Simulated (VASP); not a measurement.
BN:

```xyz
2
Lattice="1.2256 0.7076 3.3041 -1.2256 0.7076 3.3041 0.0000 -1.4152 3.3041" Properties=species:S:1:pos:R:3 pbc="T T T"
N     0.0000    0.0000    6.6138
B     0.0000    0.0000    0.0033
```

Program: VASP 6.6.1. Alike in all runs: task single point; no spin polarisation; cell as given; cutoff (eV) 520; smearing fermi-dirac 0.05 eV.

Order these runs on this cell by their pressure, lowest first.
A. level PBEsol; potentials or basis VASP PAW PBE potentials, release 64 (N, B); k mesh 12 × 12 × 12
B. level LDA; potentials or basis VASP PAW LDA potentials, release 64 (N, B); k mesh 12 × 12 × 12
C. level PBE0; potentials or basis VASP PAW PBE potentials, release 64 (N, B); k mesh 6 × 6 × 6; grid for exact exchange (PRECFOCK) Normal

B (12.4 GPa), C (15.6 GPa), A (17.7 GPa).

Caveats: some runs use coarse meshes; the PAW data sets were made with another functional, which shifts forces and pressure a little (some runs).
